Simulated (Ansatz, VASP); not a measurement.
Two plane-wave programs on CuO

```
CELL_PARAMETERS angstrom
2.34185 -1.71130 0.00000
2.34185 1.71130 0.00000
-0.85003 0.00000 5.05787
ATOMIC_POSITIONS crystal
Cu 0.50000 0.00000 0.50000
Cu 0.00000 0.50000 0.00000
O 0.41840 0.58160 0.75000
O 0.58160 0.41840 0.25000
```

Alike in both runs: task single point; functional PBE-based screened hybrid; k mesh 6 × 6 × 3; occupations fermi-dirac, width 0.05 eV; no spin polarisation.

```csv
,VASP,Ansatz
version,VASP 6.6.1,Ansatz 0.2.0
potentials or method,"VASP PAW PBE potentials, release 64 (Cu, O)",Ansatz PAW
plane-wave cutoff (eV),520,420
valence electrons in the cell,34,50
```

Ansatz gave:

| Item | Value |
| --- | --- |
| gap on the k mesh at the Fermi level (eV) | none |
| pressure (GPa) | 0.1 |
| traceless stress, the component that is largest in VASP (GPa) | -1.71 |
| rms of the force components (eV/Å) | 0.110 |

Q: What did VASP give for the same quantities?

A: gap on the k mesh at the Fermi level (eV): none; pressure (GPa): 1.0; traceless stress, the component that is largest in VASP (GPa): -1.44; rms of the force components (eV/Å): 0.094.

VASP's potentials were made for PBE, not for PBE-based screened hybrid. Atom by atom the forces differ by 0.016 eV/Å (rms over components). A gap of «none» marks a metal or a gap that the smearing closes. VASP's potentials hold 34 valence electrons a cell and Ansatz's 50, so a difference there can come from the potentials and not from the codes.

The k mesh is coarse, so the values compare programs but aren't converged.
